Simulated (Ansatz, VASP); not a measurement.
Two plane-wave programs on ZrH4

```
Zr H
1.0
     1.86448   -3.02833    0.00000
     1.86448    3.02833    0.00000
     0.00000    0.00000    3.53995
Zr H
1 4
Cartesian
  0.0000 0.0000 0.0000
  1.8645 -0.9751 0.0000
  1.8645 0.9751 0.0000
  2.8098 0.0000 1.7700
  0.9192 0.0000 1.7700
```

Change from the starting cell: ordered vacancies on the cation sites of rutile (Cmmm, No. 65).

Alike in both runs: functional PBE; k mesh 12 × 12 × 10; occupations gaussian, width 0.1 eV; no spin polarisation.

Ansatz relaxed the structure, and its values are those at the end. VASP's run is a single point on that final structure, the one shown.

|  | VASP | Ansatz |
| --- | --- | --- |
| version | VASP 6.6.1 | Ansatz 0.2.0 |
| potentials or method | VASP PAW PBE potentials, release 64 (Zr_sv, H), cutoff 520 eV | scalar-relativistic, plane waves, PAW |
| valence electrons in the cell | 16 | 16 |

```csv
,VASP,Ansatz,Ansatz less VASP
gap on the k mesh at the Fermi level (eV),none,none,-
pressure (GPa),-0.1,0.0,+0.10
```

A gap of «none» marks a metal or a gap that the smearing closes.
